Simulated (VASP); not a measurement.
# Ni (Fm-3m) in VASP: a series of runs, part 2 of 2

VASP 6.6.1.

## Step 3: Single point, PBEsol, collinear spin, ferromagnetic start

This run uses another cell than the first one, of 9.14 Å³/atom, 0.881 times its volume.

INCAR

```
SYSTEM = Ni
  ALGO = Normal
  EDIFF = 1E-6
  ENCUT = 520
  GGA = PS
  ISIF = 2
  ISMEAR = 0
  ISPIN = 2
  LASPH = .TRUE.
  LCHARG = .TRUE.
  LELF = .TRUE.
  LMAXMIX = 4
  LORBIT = 11
  LREAL = .FALSE.
  LVHAR = .TRUE.
  LWAVE = .FALSE.
  MAGMOM = 0.72
  NBANDS = 15
  NELM = 150
  PREC = Accurate
  SIGMA = 0.1
```

KPOINTS

```
k-points
0
G
  20 20 20
  0 0 0
```

POSCAR

```
Ni
1.0
    0.0000000000      1.6596870278      1.6596870278
    1.6596870278      0.0000000000      1.6596870278
    1.6596870278      1.6596870278      0.0000000000
Ni
1
Direct
    0.0000000000      0.0000000000      0.0000000000
```

Potentials or basis: VASP PAW PBE potentials, release 64 (Ni).

The run is started by

```console
$ cat potpaw_PBE.64/Ni/POTCAR > POTCAR
$ mpirun -np 1 vasp_std > vasp.out
```

OUTCAR:

```text
SYSTEM = Ni
   EDIFF = 1E-6
   ENCUT = 520
   GGA = PS
   ISIF = 2
   ISMEAR = 0
   ISPIN = 2
   LASPH = .TRUE.
   LORBIT = 11
   LREAL = .FALSE.
   NELM = 150
   PREC = Accurate

 ion  position               nearest neighbor table
   1  0.000  0.000  0.000-

  LATTYP: Found a face centered cubic cell.
 ALAT       =     3.3193740556

  Lattice vectors:

 A1 = (   0.0000000000,   1.6596870278,   1.6596870278)
 A2 = (   1.6596870278,   0.0000000000,   1.6596870278)
 A3 = (   1.6596870278,   1.6596870278,   0.0000000000)

Analysis of symmetry for initial positions (statically):
=====================================================================
 Subroutine PRICEL returns:
 Original cell was already a primitive cell.

 Routine SETGRP: Setting up the symmetry group for a
 face centered cubic supercell.

 Subroutine GETGRP returns: Found 48 space group operations
 (whereof 48 operations were pure point group operations)
 out of a pool of 48 trial point group operations.

The static configuration has the point symmetry O_h .

Analysis of symmetry for dynamics (positions and initial velocities):
=====================================================================
 Subroutine PRICEL returns:
 Original cell was already a primitive cell.

 Routine SETGRP: Setting up the symmetry group for a
 face centered cubic supercell.

 Subroutine GETGRP returns: Found 48 space group operations
 (whereof 48 operations were pure point group operations)
 out of a pool of 48 trial point group operations.

The dynamic configuration has the point symmetry O_h .

Analysis of structural, dynamic, and magnetic symmetry:
=====================================================================
 Subroutine PRICEL returns:
 Original cell was already a primitive cell.

 Routine SETGRP: Setting up the symmetry group for a
 face centered cubic supercell.

 Subroutine GETGRP returns: Found 48 space group operations
 (whereof 48 operations were pure point group operations)
 out of a pool of 48 trial point group operations.

The overall configuration has the point symmetry O_h .

 Subroutine INISYM returns: Found 48 space group operations
 (whereof 48 operations are pure point group operations),
 and found     1 'primitive' translations

----------------------------------------------------------------------------------------

                                     Primitive cell

  volume of cell :       9.1434

  direct lattice vectors                    reciprocal lattice vectors
     0.000000000  1.659687028  1.659687028    -0.301261618  0.301261618  0.301261618
     1.659687028  0.000000000  1.659687028     0.301261618 -0.301261618  0.301261618
     1.659687028  1.659687028  0.000000000     0.301261618  0.301261618 -0.301261618

  length of vectors
     2.347151904  2.347151904  2.347151904     0.521800429  0.521800429  0.521800429

  position of ions in fractional coordinates (direct lattice)
     0.000000000  0.000000000  0.000000000

  ion indices of the primitive-cell ions
   primitive index   ion index
                 1           1

----------------------------------------------------------------------------------------

 KPOINTS: k-points

Automatic generation of k-mesh.
 Grid dimensions read from file:
 generate k-points for:   20   20   20
[... 67 lines left out ...]
   NSW    =      0    number of steps for IOM
   IBRION =     -1    ionic relax: 0-MD 1-quasi-New 2-CG
   NFREE  =      0    steps in history (QN), initial steepest desc. (CG)
   ISIF   =      2    stress and relaxation
   ISYM   =      2    0-nonsym 1-usesym 2-fastsym
   POTIM  = 0.5000    time-step for ionic-motion
   TEBEG  =    0.0;   TEEND  =   0.0 temperature during run
   PSTRESS=    0.0 pullay stress
   NELECT =      10.0000    total number of electrons
   NUPDOWN=      -1.0000    fix difference up-down
   EMIN   =  10.00;   EMAX   =-10.00  energy-range for DOS
   EFERMI =   0.00;   METHOD = LEGACY
   ISMEAR =     0;   SIGMA  =   0.10  broadening in eV -4-tet -1-fermi 0-gaus
   EFERMI_NEDOS =   21; number of points for ismear=-14 and -15
   IALGO  =     38    algorithm
   IMIX   =      4    mixing-type and parameters
     AMIX     =   0.40;   BMIX     =  1.00
     AMIX_MAG =   1.60;   BMIX_MAG =  1.00
  volume/ion in A,a.u.               =       9.14        61.70
  Fermi-wavevector in a.u.,A,eV,Ry     =   1.686703  3.187407 38.708129  2.844967
  Thomas-Fermi vector in A             =   2.769320
   LORBIT       =     11    0 simple, 1 ext, 2 COOP (PROOUT), +10 PAW based schemes
   GGA     = PS    functional components
   LHFCALC =     F    Hartree Fock is set to
   AEXX    =    0.0000 exact exchange contribution
   IVDW    =     0    specifies the selected vdW correction
   LEPSILON=     F    determine dielectric tensor
   LRPA    =     F    only Hartree local field effects (RPA)
 spin polarized calculation
 Gauss-broadening in eV      SIGMA  =   0.10
  energy-cutoff  :      520.00
  volume of cell :        9.14
 maximum number of plane-waves:       262
 NGX is ok and might be reduce to    18
   NGX =  9   NGY =  9   NGZ =  9

 number of electron      10.0000011 magnetization       0.6018279

 Free energy of the ion-electron system (eV)
  ---------------------------------------------------
  ext. energy  EPLUGINS =         0.00000000
  ---------------------------------------------------
  free energy    TOTEN  =        -6.00554266 eV

  energy without entropy =       -5.99818197  energy(sigma->0) =       -6.00186231

 E-fermi :  11.8860     XC(G=0): -14.5014

 val. band max:       11.8780952056   @ k =   0.4500   0.1500   0.0500
 cond. band min:      11.8874237270   @ k =   0.3500   0.2500   0.0500
 fundamental gap:      0.0093285214
 Fermi energy:        11.8859903083

 spin component 1

 k-point     1 :       0.0000    0.0000    0.0000
  band No.  band energies     occupation
      1       1.5411      1.00000
      2       8.9655      1.00000
      3       8.9655      1.00000
      4       8.9655      1.00000
      5      10.4603      1.00000
      6      10.4603      1.00000
      7      37.0290      0.00000
      8      42.2676      0.00000
      9      42.2676      0.00000
     10      42.2676      0.00000
     11      45.9768      0.00000
     12      45.9768      0.00000
     13      45.9768      0.00000
     14      48.4080      0.00000
[... 403 lines left out ...]
      4       9.2203      1.00000
      5      10.9167      1.00000
      6      11.3541      1.00000
      7      22.5097      0.00000
      8      35.3733      0.00000
      9      38.5319      0.00000
     10      41.1306      0.00000
     11      42.7943      0.00000
     12      44.8245      0.00000
     13      49.8314      0.00000
     14      56.4130      0.00000
     15      57.3260      0.00000

 [... further k-points ...]

 spin component 2

 k-point     1 :       0.0000    0.0000    0.0000
  band No.  band energies     occupation
      1       1.5468      1.00000
      2       9.6577      1.00000
      3       9.6577      1.00000
      4       9.6577      1.00000
      5      11.0524      1.00000
      6      11.0524      1.00000
      7      36.9476      0.00000
      8      42.2659      0.00000
      9      42.2659      0.00000
     10      42.2659      0.00000
     11      46.1178      0.00000
     12      46.1178      0.00000
     13      46.1178      0.00000
     14      48.3449      0.00000
[... 403 lines left out ...]
      4       9.7192      1.00000
      5      11.6152      0.99994
      6      12.0229      0.02643
      7      22.7885      0.00000
      8      35.3562      0.00000
      9      38.6055      0.00000
     10      41.2496      0.00000
     11      42.8753      0.00000
     12      44.8883      0.00000
     13      49.9583      0.00000
     14      57.4412      0.00000
     15      57.5972      0.00000

 [... further k-points ...]
[... 5 lines left out ...]
  --------------------------------------------------------------------------------------
  -------------------------------------------------------------------------------------
  Total        2.2458373      2.2458373      2.2458373      0.0000000      0.0000000      0.0000000
  in kB      393.5321996    393.5321996    393.5321996      0.0000000      0.0000000      0.0000000
  external PRESSURE =     393.5321996 kB  Pullay stress =       0.0000000 kB

 VOLUME and BASIS-vectors are now :
 -----------------------------------------------------------------------------
  energy-cutoff  :      520.00
  volume of cell :        9.14
      direct lattice vectors                 reciprocal lattice vectors
     0.000000000  1.659687028  1.659687028    -0.301261618  0.301261618  0.301261618
     1.659687028  0.000000000  1.659687028     0.301261618 -0.301261618  0.301261618
     1.659687028  1.659687028  0.000000000     0.301261618  0.301261618 -0.301261618

 POSITION                                       TOTAL-FORCE (eV/Angst)
 -----------------------------------------------------------------------------------
      0.00000      0.00000      0.00000         0.000000      0.000000      0.000000
 -----------------------------------------------------------------------------------
    total drift:                                0.000000     -0.000000     -0.000000

  FREE ENERGIE OF THE ION-ELECTRON SYSTEM (eV)
  ---------------------------------------------------
  free  energy   TOTEN  =        -6.0055426556 eV

  energy  without entropy=       -5.9981819718  energy(sigma->0) =       -6.00186231

 total charge

# of ion       s       p       d       tot
------------------------------------------
    1        0.585   0.682   8.419   9.687

 magnetization (x)

# of ion       s       p       d       tot
------------------------------------------
    1       -0.006  -0.025   0.627   0.597
```

stdout:

```text
POSCAR found type information on POSCAR Ni
 POSCAR found :  1 types and       1 ions
 scaLAPACK will be used
 -----------------------------------------------------------------------------
|                                                                             |
|                                                                             |
|     You enforced a specific xc type in the INCAR file but a different       |
|     I HOPE YOU KNOW WHAT YOU ARE DOING!                                     |
|                                                                             |
 -----------------------------------------------------------------------------

 LDA part: xc-table for (Slater+PW92), standard interpolation
 POSCAR, INCAR and KPOINTS ok, starting setup
 FFT: planning ... GRIDC
 FFT: planning ... GRID_SOFT
 FFT: planning ... GRID
 WAVECAR not read
 entering main loop
```

It took 46 s on 1 thread of Intel Xeon 6975P-C (Granite Rapids), shared host; peak memory 0.16 GiB.

What came out:

| Quantity | Value |
| --- | --- |
| Free energy | -6.0055 eV |
| Pressure | 39.4 GPa |
| Net moment | 0.60 μB per cell |
| Site moments | Ni +0.60 μB |
| Valence electrons inside the program's atomic spheres | Ni 9.69 |

Caveat: the PAW data sets were made with another functional, which shifts forces and pressure a little.
